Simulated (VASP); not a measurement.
Input of a VASP 6.6.1 run:

Contents of INCAR:

```
SYSTEM = Cs
ALGO     = Normal         ! electronic algorithm
EDIFF    = 1E-6           ! SCF threshold, eV
ENCUT    = 520            ! plane-wave cutoff, eV
GGA      = PE             ! functional
ISIF     = 2              ! what is computed and relaxed
ISMEAR   = -1             ! smearing method
LASPH    = .TRUE.         ! aspherical terms in the spheres
LCHARG   = .FALSE.        ! write CHGCAR
LREAL    = .FALSE.        ! projectors in reciprocal space
LWAVE    = .FALSE.        ! write WAVECAR
NBANDS   = 16             ! bands
NELM     = 100            ! most SCF steps
PREC     = Accurate       ! precision mode
SIGMA    = 0.05           ! smearing width, eV
```

Contents of KPOINTS:

```
k-points
0
G
  9 9 5
  0 0 0
```

POSCAR

```
Cs
1.0
    4.8580628613      0.0000000000      0.0000000000
   -2.4290314306      4.2072058511      0.0000000000
    0.0000000000      0.0000000000      7.9265141686
Cs
2
Direct
    0.3333333333      0.6666666667      0.2500000000
    0.6666666667      0.3333333333      0.7500000000
```

Potentials or basis: VASP PAW PBE potentials, release 64 (Cs_sv).

Launch:

```bash
$ cat potpaw_PBE.64/Cs_sv/POTCAR > POTCAR
$ mpirun -np 1 vasp_std > vasp.out
```

(1) Predict the band gap on the k mesh.

(2) What does it give for the pressure?

Answers

(1) zero (bands 9 and 10 overlap by 1.63 eV).

(2) 1.3 GPa.

Caveat: spin-orbit coupling is left out, which moves the levels of the heavy elements.
